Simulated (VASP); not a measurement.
# F (P6_3/mmc) in VASP: further runs

Runs on F. Level: PBE. Tasks: relaxation of cell and atoms, single point.

Program: VASP 6.6.1. These are calculated values, not measurements. Logs are shortened: lines on timing, memory, paths and dates and some standing lists are left out, and cuts for length are marked.

## 1. The cell of the first run

It takes space group P6_3/mmc (No. 194, hexagonal). Conventional cell: a = 2.252 Å, b = 2.252 Å, c = 3.648 Å, α = 90.00°, β = 90.00°, γ = 120.00°. F (site symmetry -6m2) has 12 F at 2.24 to 2.25 Å within 3.0 Å.

## 2. Relaxation of cell and atoms, PBE, target pressure 23 GPa, at which the enthalpy is minimised

File INCAR:

```
SYSTEM = F
PREC = Accurate
ENCUT = 600
EDIFF = 1E-6
ISMEAR = -1
SIGMA = 0.08
LREAL = .FALSE.
LASPH = .TRUE.
NELM = 60
ALGO = Normal
ISIF = 3
LWAVE = .FALSE.
LCHARG = .FALSE.
GGA = PE
IBRION = 2
NSW = 60
EDIFFG = -0.005
PSTRESS = 230.0
```

File KPOINTS:

```
Automatic mesh
0
G
  18 18 10
  0 0 0
```

File POSCAR:

```
F
1.0
    2.2515706497      0.0000000000      0.0000000000
   -1.1257853249      1.9499173811      0.0000000000
    0.0000000000      0.0000000000      3.6475444525
F
2
Direct
    0.3333333333      0.6666666667      0.2500000000
    0.6666666667      0.3333333333      0.7500000000
```

Potentials or basis: VASP PAW PBE potentials, release 64 (F).

Launch:

```bash
$ cat potpaw_PBE.64/F/POTCAR > POTCAR
$ mpirun -np 1 vasp_std > vasp.out
```

OUTCAR:

```text
SYSTEM = F
   PREC = Accurate
   ENCUT = 600
   EDIFF = 1E-6
   ISMEAR = -1
   LREAL = .FALSE.
   LASPH = .TRUE.
   NELM = 60
   ISIF = 3
   GGA = PE
   IBRION = 2
   NSW = 60
   EDIFFG = -0.005
   PSTRESS = 230.0

 ion  position               nearest neighbor table
   1  0.333  0.667  0.250-
   2  0.667  0.333  0.750-

  LATTYP: Found a hexagonal cell.
 ALAT       =     2.2515706497
 C/A-ratio  =     1.6200000000

  Lattice vectors:

 A1 = (   2.2515706497,   0.0000000000,   0.0000000000)
 A2 = (  -1.1257853249,   1.9499173811,   0.0000000000)
 A3 = (   0.0000000000,   0.0000000000,   3.6475444525)

Analysis of symmetry for initial positions (statically):
=====================================================================
 Subroutine PRICEL returns:
 Original cell was already a primitive cell.

 Routine SETGRP: Setting up the symmetry group for a
 hexagonal supercell.

 Subroutine GETGRP returns: Found 24 space group operations
 (whereof 12 operations were pure point group operations)
 out of a pool of 24 trial point group operations.

The static configuration has the point symmetry D_3d.
 The point group associated with its full space group is D_6h.

Analysis of symmetry for dynamics (positions and initial velocities):
=====================================================================
 Subroutine PRICEL returns:
 Original cell was already a primitive cell.

 Routine SETGRP: Setting up the symmetry group for a
 hexagonal supercell.

 Subroutine GETGRP returns: Found 24 space group operations
 (whereof 12 operations were pure point group operations)
 out of a pool of 24 trial point group operations.

The dynamic configuration has the point symmetry D_3d.
 The point group associated with its full space group is D_6h.

 Subroutine INISYM returns: Found 24 space group operations
 (whereof 12 operations are pure point group operations),
 and found     1 'primitive' translations

----------------------------------------------------------------------------------------

                                     Primitive cell

  volume of cell :      16.0141

  direct lattice vectors                    reciprocal lattice vectors
     2.251570650  0.000000000  0.000000000     0.444134409  0.256421121  0.000000000
    -1.125785325  1.949917381  0.000000000     0.000000000  0.512842241  0.000000000
     0.000000000  0.000000000  3.647544453     0.000000000  0.000000000  0.274157043

  length of vectors
     2.251570650  2.251570650  3.647544453     0.512842241  0.512842241  0.274157043

  position of ions in fractional coordinates (direct lattice)
     0.333333333  0.666666667  0.250000000
     0.666666667  0.333333333  0.750000000

  ion indices of the primitive-cell ions
   primitive index   ion index
                 1           1
                 2           2

----------------------------------------------------------------------------------------

 KPOINTS: Automatic mesh

Automatic generation of k-mesh.
 Grid dimensions read from file:
 generate k-points for:   18   18   10

 Generating k-lattice:

  Cartesian coordinates                     Fractional coordinates (reciprocal lattice)
     0.024674134  0.014245618  0.000000000     0.055555556  0.000000000  0.000000000
     0.000000000  0.028491236  0.000000000     0.000000000  0.055555556  0.000000000
     0.000000000  0.000000000  0.027415704     0.000000000  0.000000000  0.100000000

  Length of vectors
     0.028491236  0.028491236  0.027415704

  Shift w.r.t. Gamma in fractional coordinates (k-lattice)
     0.000000000  0.000000000  0.000000000

 Subroutine IBZKPT returns following result:
 ===========================================

 Found    222 irreducible k-points:

 Following reciprocal coordinates:
            Coordinates               Weight
  0.000000  0.000000  0.000000      1.000000
  0.055556 -0.000000  0.000000      6.000000
  0.111111 -0.000000  0.000000      6.000000
  0.166667 -0.000000  0.000000      6.000000
  0.222222 -0.000000  0.000000      6.000000
  0.277778 -0.000000  0.000000      6.000000
[... 16 lines left out ...]
  0.333333  0.111111  0.000000     12.000000
  0.388889  0.111111  0.000000     12.000000
 [... further k-points ...]
   k-points           NKPTS =    222   k-points in BZ     NKDIM =    222   number of bands    NBANDS=     11
   number of dos      NEDOS =    301   number of ions     NIONS =      2
   total plane-waves  NPLWV =   9720
   dimension x,y,z NGX =    18 NGY =   18 NGZ =   30
   dimension x,y,z NGXF=    36 NGYF=   36 NGZF=   60
   ions per type =               2
   NGX,Y,Z   is equivalent  to a cutoff of  13.29, 13.29, 13.67 a.u.
   NGXF,Y,Z  is equivalent  to a cutoff of  26.58, 26.58, 27.35 a.u.
 SYSTEM =  F
   PREC   = accura    normal or accurate (medium, high low for compatibility)
   ISTART =      0    job   : 0-new  1-cont  2-samecut
   ICHARG =      2    charge: 1-file 2-atom 10-const
   ISPIN  =      1    spin polarized calculation?
[... 28 lines left out ...]
  Thomas-Fermi vector in A             =   2.667855
   LORBIT       =      0    0 simple, 1 ext, 2 COOP (PROOUT), +10 PAW based schemes
   GGA     = PE    functional components
   LHFCALC =     F    Hartree Fock is set to
   AEXX    =    0.0000 exact exchange contribution
   IVDW    =     0    specifies the selected vdW correction
   LEPSILON=     F    determine dielectric tensor
   LRPA    =     F    only Hartree local field effects (RPA)
 conjugate gradient relaxation of ions
 non-spin polarized calculation
  energy-cutoff  :      600.00
  volume of cell :       16.01
 maximum number of plane-waves:       552
 NGX is ok and might be reduce to    18
   NGX =  9   NGY =  9   NGZ = 15

--------------------------------------- Ionic step        1  -------------------------------------------

 number of electron      13.9999998 magnetization

 Free energy of the ion-electron system (eV)
  ---------------------------------------------------
  ext. energy  EPLUGINS =         0.00000000
  ---------------------------------------------------
  free energy    TOTEN  =        -1.30165147 eV

  energy without entropy =       -1.20618885  energy(sigma->0) =       -1.25392016

------------------------ aborting loop because EDIFF is reached ----------------------------------------

  FORCE on cell =-STRESS in cart. coord.  units (eV):
  Direction    XX          YY          ZZ          XY          YZ          ZX
  --------------------------------------------------------------------------------------
  -------------------------------------------------------------------------------------
  Total        2.4114746      2.4114746      2.2145964     -0.0000000     -0.0000000      0.0000000
  in kB      241.2630952    241.2630952    221.5658370     -0.0000000     -0.0000000      0.0000000
  external PRESSURE =       4.6973424 kB  Pullay stress =     230.0000000 kB
[... 93 lines left out ...]
  FREE ENERGIE OF THE ION-ELECTRON SYSTEM (eV)
  ---------------------------------------------------
  free  energy   TOTEN  =        -1.3371745228 eV

  energy  without entropy=       -1.2400397509  energy(sigma->0) =       -1.28860714

  enthalpy is  TOTEN    =         0.9928284615 eV   P V=        2.3300029843

[... ionic steps 4 to 29 ...]

--------------------------------------- Ionic step       30  -------------------------------------------

 number of electron      13.9999968 magnetization

------------------------ aborting loop because EDIFF is reached ----------------------------------------

  FORCE on cell =-STRESS in cart. coord.  units (eV):
  Direction    XX          YY          ZZ          XY          YZ          ZX
  --------------------------------------------------------------------------------------
  -------------------------------------------------------------------------------------
  Total        2.3458485      2.3458485      2.3590823     -0.0000000      0.0000000      0.0000000
  in kB      230.0589756    230.0589757    231.3568204     -0.0000001      0.0000000      0.0000000
  external PRESSURE =       0.4915906 kB  Pullay stress =     230.0000000 kB
[... 61 lines left out ...]
  enthalpy is  TOTEN    =         0.6926902533 eV   P V=        2.3438574506

--------------------------------------- Ionic step       32  -------------------------------------------

 number of electron      13.9999968 magnetization

 Free energy of the ion-electron system (eV)
  ---------------------------------------------------
  ext. energy  EPLUGINS =         0.00000000
  ---------------------------------------------------
  free energy    TOTEN  =        -1.65204866 eV

  energy without entropy =       -1.58857633  energy(sigma->0) =       -1.62031249

 E-fermi :  -0.8547     XC(G=0): -11.4270

 val. band max:       -0.8552110548   @ k =   0.1111  -0.0000   0.0000
 cond. band min:      -0.8520967445   @ k =   0.2222   0.2222   0.4000
 fundamental gap:      0.0031143103
 Fermi energy:        -0.8547381001

 k-point     1 :       0.0000    0.0000    0.0000
  band No.  band energies     occupation
      1     -24.7846      2.00000
      2     -20.1179      2.00000
      3      -5.9849      2.00000
      4      -2.8183      2.00000
      5      -2.8183      2.00000
      6      -0.9347      1.46213
      7      -0.9347      1.46210
      8       0.0250      0.00003
      9      13.9440      0.00000
     10      19.2257      0.00000
     11      29.0434      0.00000
[... 309 lines left out ...]
 k-point    24 :       0.3889    0.1111    0.0000
  band No.  band energies     occupation
      1     -22.7487      2.00000
      2     -21.2242      2.00000
      3      -5.5075      2.00000
      4      -3.9350      2.00000
      5      -3.8884      2.00000
      6      -2.7245      2.00000
      7      -1.9797      2.00000
      8      -0.7278      0.33969
      9      17.7867      0.00000
     10      21.9140      0.00000
     11      22.6796      0.00000

 [... further k-points ...]

------------------------ aborting loop because EDIFF is reached ----------------------------------------

  FORCE on cell =-STRESS in cart. coord.  units (eV):
  Direction    XX          YY          ZZ          XY          YZ          ZX
  --------------------------------------------------------------------------------------
  -------------------------------------------------------------------------------------
  Total        2.3460692      2.3460692      2.3515486     -0.0000000      0.0000000      0.0000000
  in kB      230.1309042    230.1309043    230.6683887     -0.0000001      0.0000000      0.0000000
  external PRESSURE =       0.3100657 kB  Pullay stress =     230.0000000 kB
[... 17 lines left out ...]
  FREE ENERGIE OF THE ION-ELECTRON SYSTEM (eV)
  ---------------------------------------------------
  free  energy   TOTEN  =        -1.6520486574 eV

  energy  without entropy=       -1.5885763323  energy(sigma->0) =       -1.62031249

  enthalpy is  TOTEN    =         0.6926860216 eV   P V=        2.3447346790

 reached required accuracy - stopping structural energy minimisation
```

Wall time 5.5 min (1 thread of AMD EPYC 9R45 (Zen 5), shared host); peak memory 0.13 GiB.

Results:

```
Free energy                                            : -1.6520 eV
Relaxed volume                                         : 8.17 Å³/atom
Relaxed cell                                           : a = 2.542 Å, b = 2.542 Å, c = 2.918 Å, α = 90.00°, β = 90.00°, γ = 120.00°
Space group after relaxing (to 0.05 Å)                 : P6_3/mmc (No. 194)
Energy change on relaxing (the enthalpy is what falls) : -175.2 meV/atom
Ionic steps                                            : 32
Pressure after relaxing                                : 23.0 GPa
Band gap on the k mesh                                 : zero (band 7 reaches -0.10 eV, above the bottom of band 8 at -1.86 eV)
```

The path:
| step | energy change (eV) | largest force (eV/Å) | pressure (GPa) | volume (Å³) |
| --- | --- | --- | --- | --- |
| 1 | 0.0000 | 0.0000 | 23.47 | 16.01 |
| 2 | -0.0087 | 0.0000 | 22.93 | 16.07 |
| 3 | -0.0355 | 0.0000 | 21.37 | 16.23 |
| 4 | -0.0931 | 0.0000 | 18.50 | 16.55 |
| 5 | -0.2160 | 0.0000 | 13.42 | 17.18 |
| 6 | -0.4309 | 0.0000 | 5.58 | 18.37 |
| 7 | -0.3669 | 0.0000 | 8.00 | 17.97 |
| 8 | -0.3855 | 0.0000 | 7.29 | 18.08 |
| 9 | -0.3857 | 0.0000 | 7.38 | 18.08 |
| 10 | -0.3863 | 0.0000 | 7.31 | 18.09 |
| 11 | -0.3876 | 0.0000 | 7.26 | 18.10 |
| 12 | -0.3901 | 0.0000 | 7.14 | 18.11 |
| 13 | -0.3950 | 0.0000 | 6.94 | 18.14 |
| 14 | -0.4047 | 0.0000 | 6.54 | 18.21 |
| 15 | -0.4231 | 0.0000 | 5.78 | 18.33 |
| 16 | -0.4153 | 0.0000 | 6.15 | 18.28 |
| 17 | -0.4155 | 0.0000 | 6.14 | 18.28 |
| 18 | -0.4164 | 0.0000 | 6.14 | 18.27 |
| 19 | -0.4180 | 0.0000 | 6.17 | 18.25 |
| 20 | -0.4212 | 0.0000 | 6.43 | 18.22 |
| 21 | -0.4272 | 0.0000 | 6.77 | 18.16 |
| 22 | -0.4382 | 0.0000 | 7.48 | 18.03 |
| 23 | -0.4538 | 0.0000 | 9.19 | 17.77 |
| 24 | -0.4505 | 0.0000 | 13.89 | 17.23 |
| 25 | -0.2337 | 0.0000 | 29.94 | 16.04 |
| 26 | -0.4144 | 0.0000 | 18.11 | 16.85 |
| 27 | -0.4101 | 0.0000 | 18.49 | 16.82 |
| 28 | -0.4005 | 0.0000 | 19.34 | 16.73 |
| 29 | -0.3674 | 0.0000 | 21.92 | 16.46 |
| 30 | -0.3509 | 0.0000 | 23.05 | 16.34 |
| 31 | -0.3495 | 0.0000 | 23.13 | 16.33 |
| 32 | -0.3504 | 0.0000 | 23.03 | 16.33 |

Final structure:
```xyz
2
Lattice="2.5424 0.0000 0.0000 -1.2712 2.2018 0.0000 0.0000 0.0000 2.9177" Properties=species:S:1:pos:R:3 pbc="T T T"
F     0.0000    1.4679    0.7294
F     1.2712    0.7339    2.1883
```

Caveat: the cell is relaxed towards a set pressure, so the enthalpy falls and the energy may rise.

## 3. Relaxation of cell and atoms, PBE, target pressure 23 GPa, at which the enthalpy is minimised

This run uses another cell than the first one, of 8.29 Å³/atom, 1.035 times its volume.

File INCAR:

```
SYSTEM = F
PREC = Accurate ; ENCUT = 600
EDIFF = 1E-6 ; ISMEAR = -1
SIGMA = 0.08 ; LREAL = .False.
LASPH = .True. ; NELM = 60
ALGO = Normal ; ISIF = 3
LWAVE = .False. ; LCHARG = .False.
GGA = PE ; IBRION = 2
NSW = 32 ; EDIFFG = -0.005
PSTRESS = 230.0
```

File KPOINTS:

```
Automatic mesh
0
Gamma
  18 18 10
  0 0 0
```

File POSCAR:

```
F
1.0
    2.5710870113      0.0000000000      0.0000000000
   -1.2855435057      2.2266266671      0.0000000000
    0.0000000000      0.0000000000      2.8949308046
F
2
Direct
    0.3333333333      0.6666666667      0.2500000000
    0.6666666667      0.3333333333      0.7500000000
```

Potentials or basis: VASP PAW PBE potentials, release 64 (F).

Launch:

```bash
$ cat potpaw_PBE.64/F/POTCAR > POTCAR
$ mpirun -np 1 vasp_std > vasp.out
```

It took 60 s on 1 thread of AMD EPYC 9R45 (Zen 5), shared host; peak memory 0.13 GiB.

The run converged. Its results:

* Free energy: -1.6848 eV
* Relaxed volume: 8.24 Å³/atom
* Relaxed cell: a = 2.565 Å, b = 2.565 Å, c = 2.894 Å, α = 90.00°, β = 90.00°, γ = 120.00°
* Space group after relaxing (to 0.05 Å): P6_3/mmc (No. 194)
* Energy change on relaxing (the enthalpy is what falls): +6.4 meV/atom
* Ionic steps: 5
* Pressure after relaxing: 23.0 GPa
* Band gap on the k mesh: zero (band 7 reaches -0.17 eV, above the bottom of band 8 at -1.99 eV)

Step by step:
```tsv
step	energy change (eV)	largest force (eV/Å)	pressure (GPa)	volume (Å³)
1	0.0000	0.0000	22.18	16.57
2	0.0145	0.0000	23.19	16.47
3	0.0116	0.0000	22.99	16.49
4	0.0119	0.0000	22.96	16.49
5	0.0128	0.0000	23.00	16.48
```

Final structure:
```cif
data_structure
_symmetry_space_group_name_H-M 'P 1'
_symmetry_Int_Tables_number 1
_cell_length_a 2.5645
_cell_length_b 2.5645
_cell_length_c 2.8939
_cell_angle_alpha 90.000
_cell_angle_beta 90.000
_cell_angle_gamma 120.000
_cell_volume 16.48
loop_
_atom_site_label
_atom_site_type_symbol
_atom_site_fract_x
_atom_site_fract_y
_atom_site_fract_z
_atom_site_occupancy
F1 F 0.33333 0.66667 0.25000 1
F2 F 0.66667 0.33333 0.75000 1
```

Levels at points of the mesh, in eV from the Fermi level:
| k point | band 3 | band 4 | band 5 | band 6 | band 7 | band 8 | band 9 | band 10 | band 11 |
| --- | --- | --- | --- | --- | --- | --- | --- | --- | --- |
| (0.00, 0.00, 0.00) | -5.01 | -2.05 | -2.05 | -0.11 | -0.11 | 0.84 | 14.64 | 20.04 | 29.84 |
| (0.50, 0.00, 0.00) | -4.54 | -3.25 | -2.97 | -1.82 | -1.14 | 0.27 | 18.29 | 22.47 | 23.33 |
| (0.00, 0.00, 0.50) | -2.37 | -2.37 | -1.06 | -1.06 | -1.06 | -1.06 | 18.54 | 18.54 | 30.26 |
| (0.50, 0.00, 0.50) | -5.70 | -5.70 | -1.60 | -1.60 | 0.13 | 0.13 | 20.18 | 20.18 | 25.64 |

Caveat: the cell is relaxed towards a set pressure, so the enthalpy falls and the energy may rise.

## 4. Single point, PBE

This run uses another cell than the first one, of 8.29 Å³/atom, 1.035 times its volume.

File INCAR:

```
SYSTEM = F
PREC = Accurate
ENCUT = 520
EDIFF = 1E-6
ISMEAR = -1
SIGMA = 0.08
LREAL = .False.
LASPH = .True.
NELM = 80
ALGO = Normal
ISIF = 2
LWAVE = .False.
LCHARG = .False.
GGA = PE
NBANDS = 14
```

KPOINTS is that of step 3.

POSCAR is that of step 3.

Launch:

```bash
$ cat potpaw_PBE.64/F/POTCAR > POTCAR
$ mpirun -np 1 vasp_std > vasp.out
```

It took 26 s on 1 thread of AMD EPYC 9R45 (Zen 5), shared host; peak memory 0.12 GiB.

The run converged. Its results:

```
Free energy            : -1.6969 eV
Pressure               : 22.0 GPa
Band gap on the k mesh : zero (band 7 reaches -0.24 eV, above the bottom of band 8 at -2.05 eV)
```

Levels at points of the mesh, in eV from the Fermi level:
```
           k point  band 3  band 4  band 5  band 6  band 7  band 8  band 9  band 10  band 11  band 12
(0.00, 0.00, 0.00)   -4.97   -2.05   -2.05   -0.12   -0.12    0.83   14.58    20.02    29.76    29.76
(0.50, 0.00, 0.00)   -4.51   -3.24   -2.94   -1.80   -1.13    0.27   18.25    22.41    23.29    26.32
(0.00, 0.00, 0.50)   -2.37   -2.37   -1.06   -1.06   -1.06   -1.06   18.49    18.49    30.19    30.19
(0.50, 0.00, 0.50)   -5.66   -5.66   -1.60   -1.60    0.13    0.13   20.15    20.15    25.58    25.58
```

## 5. Single point, PBE

This run uses another cell than the first one, of 8.28 Å³/atom, 1.034 times its volume.

File INCAR:

```
SYSTEM = F
PREC = Accurate ; ENCUT = 520
EDIFF = 1E-7 ; ISMEAR = -1
SIGMA = 0.08 ; LREAL = .FALSE.
LASPH = .TRUE. ; NELM = 80
ALGO = Normal ; ISIF = 2
LWAVE = .FALSE. ; LCHARG = .FALSE.
GGA = PE ; NBANDS = 14
```

File KPOINTS:

```
Automatic mesh
0
G
  18 18 10
  0 0 0
```

File POSCAR:

```
F
1.0
    2.5704152515      0.0000000000      0.0000000000
   -1.2852076258      2.2260449061      0.0000000000
    0.0000000000      0.0000000000      2.8947544108
F
2
Direct
    0.3333333333      0.6666666667      0.2500000000
    0.6666666667      0.3333333333      0.7500000000
```

Launch:

```bash
$ cat potpaw_PBE.64/F/POTCAR > POTCAR
$ mpirun -np 1 vasp_std > vasp.out
```

Run time: 26 s. Hardware: 1 thread of AMD EPYC 9R45 (Zen 5), shared host; peak memory 0.12 GiB.

Results (log left out):

- Free energy: -1.6955 eV
- Pressure: 22.1 GPa
- Band gap on the k mesh: zero (band 7 reaches -0.23 eV, above the bottom of band 8 at -2.04 eV)

Levels at points of the mesh, in eV from the Fermi level:
```tsv
k point	band 4	band 5	band 6	band 7	band 8	band 9	band 10	band 11
(0.00, 0.00, 0.00)	-2.05	-2.05	-0.12	-0.12	0.83	14.59	20.02	29.77
(0.50, 0.00, 0.00)	-3.24	-2.94	-1.81	-1.14	0.27	18.25	22.42	23.29
(0.00, 0.00, 0.50)	-2.37	-1.06	-1.06	-1.06	-1.06	18.49	18.49	30.20
(0.50, 0.00, 0.50)	-5.66	-1.60	-1.60	0.13	0.13	20.15	20.15	25.59
```

## 6. Summary

| task | cell | cutoff (eV) | gap on the mesh (eV) | pressure (GPa) |
| --- | --- | --- | --- | --- |
| relaxation of cell and atoms | relaxed to 23 GPa from a = 2.252, b = 2.252, c = 3.648 Å, angles 90.0, 90.0, 120.0°, 2 atoms | 600 | none | 23.0 |
| relaxation of cell and atoms | relaxed to 23 GPa from a = 2.571, b = 2.571, c = 2.895 Å, angles 90.0, 90.0, 120.0°, 2 atoms | 600 | none | 23.0 |
| single point | a = 2.571, b = 2.571, c = 2.895 Å, angles 90.0, 90.0, 120.0°, 2 atoms | 520 | none | 22.0 |
| single point | a = 2.570, b = 2.570, c = 2.895 Å, angles 90.0, 90.0, 120.0°, 2 atoms | 520 | none | 22.1 |

Alike in all rows: level PBE; potentials or basis VASP PAW PBE potentials, release 64 (F); no spin polarisation; k mesh 18 × 18 × 10; smearing fermi-dirac 0.08 eV.

Caveats: the cell is relaxed towards a set pressure, so the enthalpy falls and the energy may rise (some runs).

Absolute energies hang on the potentials; compare differences alone.
